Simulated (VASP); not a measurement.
# Ni (Fm-3m) in VASP: a series of runs

The runs below take Ni through single point, with PBE+U.

All numbers are computed with VASP 6.6.1; they aren't measurements. Logs are shortened: lines on timing, memory, paths and dates and some standing lists are left out, and cuts for length are marked.

### Step 1. The cell of the first run

Symmetry: Fm-3m, No. 225, cubic system. The conventional cell has a = 3.540 Å, b = 3.540 Å, c = 3.540 Å, α = 90.00°, β = 90.00°, γ = 90.00°. Ni (site symmetry m-3m) has 12 Ni at 2.50 Å within 3.3 Å.

### Step 2. Single point, PBE+U, collinear spin, ferromagnetic start

INCAR

```
SYSTEM = Ni
PREC     = Accurate       ! precision mode
ENCUT    = 520            ! plane-wave cutoff, eV
EDIFF    = 1E-6           ! SCF threshold, eV
ISMEAR   = -1             ! smearing method
SIGMA    = 0.1            ! smearing width, eV
LREAL    = .FALSE.        ! projectors in reciprocal space
LASPH    = .TRUE.         ! aspherical terms in the spheres
NELM     = 150            ! most SCF steps
ALGO     = Normal         ! electronic algorithm
ISIF     = 2              ! what is computed and relaxed
LWAVE    = .FALSE.        ! write WAVECAR
LCHARG   = .TRUE.         ! write CHGCAR
ISPIN    = 2              ! spin polarisation
MAGMOM   = 2              ! initial moments
LORBIT   = 11             ! projections on sites
LMAXMIX  = 4              ! l up to which the mixer works
LDAU     = .TRUE.         ! DFT+U
LDAUTYPE = 2            
LDAUL    = 2              ! shell
LDAUU    = 6.2            ! U, eV
LDAUJ    = 0            
LDAUPRINT= 1            
GGA      = PE             ! functional
LELF     = .TRUE.         ! ELF
LVHAR    = .TRUE.       
NBANDS   = 15             ! bands
```

KPOINTS

```
regular mesh
0
G
  13 13 13
  0 0 0
```

POSCAR

```
Ni
1.0
    0.0000000000      1.7698700000      1.7698700000
    1.7698700000      0.0000000000      1.7698700000
    1.7698700000      1.7698700000      0.0000000000
Ni
1
Direct
    0.0000000000      0.0000000000      0.0000000000
```

Potentials or basis: VASP PAW PBE potentials, release 64 (Ni).

Run with:

```console
$ cat potpaw_PBE.64/Ni/POTCAR > POTCAR
$ mpirun -np 1 vasp_std > vasp.out
```

OUTCAR:

```text
SYSTEM = Ni
   PREC = Accurate
   ENCUT = 520
   EDIFF = 1E-6
   ISMEAR = -1
   LREAL = .FALSE.
   LASPH = .TRUE.
   NELM = 150
   ISIF = 2
   ISPIN = 2
   LORBIT = 11
   GGA = PE

 ion  position               nearest neighbor table
   1  0.000  0.000  0.000-

  LATTYP: Found a face centered cubic cell.
 ALAT       =     3.5397400000

  Lattice vectors:

 A1 = (   0.0000000000,   1.7698700000,   1.7698700000)
 A2 = (   1.7698700000,   0.0000000000,   1.7698700000)
 A3 = (   1.7698700000,   1.7698700000,   0.0000000000)

Analysis of symmetry for initial positions (statically):
=====================================================================
 Subroutine PRICEL returns:
 Original cell was already a primitive cell.

 Routine SETGRP: Setting up the symmetry group for a
 face centered cubic supercell.

 Subroutine GETGRP returns: Found 48 space group operations
 (whereof 48 operations were pure point group operations)
 out of a pool of 48 trial point group operations.

The static configuration has the point symmetry O_h .

Analysis of symmetry for dynamics (positions and initial velocities):
=====================================================================
 Subroutine PRICEL returns:
 Original cell was already a primitive cell.

 Routine SETGRP: Setting up the symmetry group for a
 face centered cubic supercell.

 Subroutine GETGRP returns: Found 48 space group operations
 (whereof 48 operations were pure point group operations)
 out of a pool of 48 trial point group operations.

The dynamic configuration has the point symmetry O_h .

Analysis of structural, dynamic, and magnetic symmetry:
=====================================================================
 Subroutine PRICEL returns:
 Original cell was already a primitive cell.

 Routine SETGRP: Setting up the symmetry group for a
 face centered cubic supercell.

 Subroutine GETGRP returns: Found 48 space group operations
 (whereof 48 operations were pure point group operations)
[... 162 lines left out ...]

  o =  0.6537  v =  0.0000  0.0000  0.0000  0.0000  0.0000  0.0000 -0.9749  0.0000  0.2228  0.0000      0.0000  0.0000  0.0000  0.0000  0.0000  0.0000  0.0000  0.0000  0.0000  0.0000
  o =  0.6537  v =  0.0000  0.0000  0.0000  0.0000  0.0000  0.0000  0.2228  0.0000  0.9749 -0.0000      0.0000  0.0000  0.0000  0.0000  0.0000  0.0000  0.0000  0.0000  0.0000  0.0000
  o =  0.6537  v =  0.0000  0.0000  0.0000  0.0000  0.0000  1.0000  0.0000  0.0000  0.0000  0.0000      0.0000  0.0000  0.0000  0.0000  0.0000  0.0000  0.0000  0.0000  0.0000  0.0000
  o =  0.9274  v =  0.0000  0.0000  0.0000  0.0000  0.0000  0.0000 -0.0000  0.0130 -0.0000 -0.9999      0.0000  0.0000  0.0000  0.0000  0.0000  0.0000  0.0000  0.0000  0.0000  0.0000
  o =  0.9274  v =  0.0000  0.0000  0.0000  0.0000  0.0000  0.0000  0.0000  0.9999 -0.0000  0.0130      0.0000  0.0000  0.0000  0.0000  0.0000  0.0000  0.0000  0.0000  0.0000  0.0000
  o =  0.9464  v =  0.0000 -0.9864  0.0000 -0.1644 -0.0000  0.0000  0.0000  0.0000  0.0000  0.0000      0.0000  0.0000  0.0000  0.0000  0.0000  0.0000  0.0000  0.0000  0.0000  0.0000
  o =  0.9464  v =  1.0000  0.0000  0.0000  0.0000  0.0000  0.0000  0.0000  0.0000  0.0000  0.0000      0.0000  0.0000  0.0000  0.0000  0.0000  0.0000  0.0000  0.0000  0.0000  0.0000
  o =  0.9464  v =  0.0000  0.1644  0.0000 -0.9864  0.0000  0.0000  0.0000  0.0000  0.0000  0.0000      0.0000  0.0000  0.0000  0.0000  0.0000  0.0000  0.0000  0.0000  0.0000  0.0000
  o =  0.9508  v =  0.0000  0.0000  0.0083 -0.0000 -1.0000  0.0000  0.0000  0.0000  0.0000  0.0000      0.0000  0.0000  0.0000  0.0000  0.0000  0.0000  0.0000  0.0000  0.0000  0.0000
  o =  0.9508  v =  0.0000  0.0000  1.0000  0.0000  0.0083  0.0000  0.0000  0.0000  0.0000  0.0000      0.0000  0.0000  0.0000  0.0000  0.0000  0.0000  0.0000  0.0000  0.0000  0.0000

 number of electron      10.0000009 magnetization       0.8233954

 Free energy of the ion-electron system (eV)
  ---------------------------------------------------
  ext. energy  EPLUGINS =         0.00000000
  ---------------------------------------------------
  free energy    TOTEN  =        -1.79012098 eV

  energy without entropy =       -1.75322471  energy(sigma->0) =       -1.77167285

 E-fermi :   8.5817     XC(G=0): -13.0393

 val. band max:        8.5810242910   @ k =  -0.3846   0.1538   0.0000
 cond. band min:       8.5859429916   @ k =  -0.3077   0.0769   0.0000
 fundamental gap:      0.0049187006
 Fermi energy:         8.5817313109

 spin component 1

 k-point     1 :       0.0000    0.0000    0.0000
  band No.  band energies     occupation
      1       0.3096      1.00000
      2       4.3047      1.00000
      3       4.3047      1.00000
      4       4.3047      1.00000
      5       5.6349      1.00000
      6       5.6349      1.00000
      7      32.8062      0.00000
      8      35.2964      0.00000
      9      35.2964      0.00000
     10      35.2964      0.00000
     11      36.4623      0.00000
     12      36.4623      0.00000
[... 841 lines left out ...]
      4       7.0800      1.00000
      5       8.7119      0.21388
      6       9.9679      0.00000
      7      17.0199      0.00000
      8      26.6989      0.00000
      9      28.8967      0.00000
     10      31.3060      0.00000
     11      39.9461      0.00000
     12      40.1297      0.00000
     13      43.9895      0.00000
     14      47.2930      0.00000
     15      56.2155      0.00000

 [... further k-points ...]
[... 5 lines left out ...]
  --------------------------------------------------------------------------------------
  -------------------------------------------------------------------------------------
  Total       -0.7191004     -0.7191004     -0.7191004     -0.0000000      0.0000000      0.0000000
  in kB     -103.9072898   -103.9072898   -103.9072898     -0.0000000      0.0000000      0.0000000
  external PRESSURE =    -103.9072898 kB  Pullay stress =       0.0000000 kB

 VOLUME and BASIS-vectors are now :
 -----------------------------------------------------------------------------
  energy-cutoff  :      520.00
  volume of cell :       11.09
      direct lattice vectors                 reciprocal lattice vectors
     0.000000000  1.769870000  1.769870000    -0.282506625  0.282506625  0.282506625
     1.769870000  0.000000000  1.769870000     0.282506625 -0.282506625  0.282506625
     1.769870000  1.769870000  0.000000000     0.282506625  0.282506625 -0.282506625

 POSITION                                       TOTAL-FORCE (eV/Angst)
 -----------------------------------------------------------------------------------
      0.00000      0.00000      0.00000         0.000000      0.000000      0.000000
 -----------------------------------------------------------------------------------
    total drift:                               -0.000000     -0.000000     -0.000000

  FREE ENERGIE OF THE ION-ELECTRON SYSTEM (eV)
  ---------------------------------------------------
  free  energy   TOTEN  =        -1.7901209835 eV

  energy  without entropy=       -1.7532247109  energy(sigma->0) =       -1.77167285

 total charge

# of ion       s       p       d       tot
------------------------------------------
    1        0.473   0.416   8.526   9.416

 magnetization (x)

# of ion       s       p       d       tot
------------------------------------------
    1       -0.013  -0.045   0.926   0.868
```

It used 38 s of CPU time on 1 thread of AMD EPYC 7R13 Processor (Zen 3), on a shared host.

What came out:

```
Free energy                                           : -1.7901 eV
Pressure                                              : -10.4 GPa
Net moment                                            : 0.82 μB per cell
Site moments                                          : Ni +0.87 μB
Valence electrons inside the program's atomic spheres : Ni 9.42
```

Eigenvalues of the final occupation matrices:
```
    site  spin  trace               eigenvalues
site 1 d     1   4.74  0.95 0.95 0.95 0.95 0.95
site 1 d     2   3.82  0.65 0.65 0.65 0.93 0.93
```

Caveat: the U is typed as a test and isn't derived for this compound. The state reached can hang on the start; a lower one may exist.

(Continued in part 2 of 3.)
